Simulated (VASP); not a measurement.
A run of VASP 6.6.1:

Contents of INCAR:

```
PREC = Accurate
ENCUT = 520
EDIFF = 1E-7
ISMEAR = 0
SIGMA = 0.1
LREAL = F
LASPH = T
NELM = 100
ALGO = Normal
ISIF = 2
LWAVE = F
LCHARG = T
GGA = PE
IVDW = 12
LELF = T
LVHAR = T
NBANDS = 58
```

The input KPOINTS:

```
regular mesh
0
Gamma
  6 10 6
```

Contents of POSCAR:

```
GePt
1.0
    5.7651514128      0.0000000000      0.0000000000
    0.0000000000      3.6992054957      0.0000000000
    0.0000000000      0.0000000000      6.1102520589
Ge Pt
4 4
Direct
    0.8158414935      0.7500000000      0.5872050156
    0.1841585065      0.2500000000      0.4127949844
    0.3158414935      0.7500000000      0.9127949844
    0.6841585065      0.2500000000      0.0872050156
   -0.0014413362      0.7500000000      0.1913125485
    1.0014413362      0.2500000000      0.8086874515
    0.4985586638      0.7500000000      0.3086874515
    0.5014413362      0.2500000000      0.6913125485
```

Potentials or basis: VASP PAW PBE potentials, release 64 (Ge_d, Pt).

Command:

```console
$ cat potpaw_PBE.64/Ge_d/POTCAR potpaw_PBE.64/Pt/POTCAR > POTCAR
$ mpirun -np 1 vasp_std > vasp.out
```

Hardware: 1 thread of Intel(R) Xeon(R) 6975P-C (Granite Rapids), with other jobs on the host.

Task: How long does it take, and how much memory?

Result: Wall time 5.8 min on 1 thread of Intel(R) Xeon(R) 6975P-C (Granite Rapids), on a shared host, peak memory 0.64 GiB. Counts: scf iterations 16, k points 96.
